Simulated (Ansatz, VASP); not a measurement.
**Two plane-wave programs on Sb**

```
Sb
1.0
     3.11060    0.00000    0.00000
     0.00000    3.11060    0.00000
     0.00000    0.00000    3.11060
Sb
1
Direct
  0.00000 0.00000 0.00000
```

Alike in both runs: functional PBE; k mesh 14 × 14 × 14; occupations gaussian, width 0.1 eV; no spin polarisation.

Ansatz relaxed the structure, and its values are those at the end. VASP's run is a single point on that final structure, the one shown.

|  | VASP | Ansatz |
| --- | --- | --- |
| version | VASP 6.6.1 | Ansatz 0.2.0 |
| potentials or method | VASP PAW PBE potentials, release 64 (Sb), cutoff 500 eV | scalar-relativistic, plane waves, PAW |
| valence electrons in the cell | 5 | 15 |

|  | VASP | Ansatz | Ansatz less VASP |
| --- | --- | --- | --- |
| gap on the k mesh at the Fermi level (eV) | none | none | - |
| pressure (GPa) | 0.0 | 0.0 | +0.02 |

A gap of «none» marks a metal or a gap that the smearing closes. VASP's potentials hold 5 valence electrons a cell and Ansatz's 15, so a difference there can come from the potentials and not from the codes.

Neither program's run includes spin-orbit coupling.
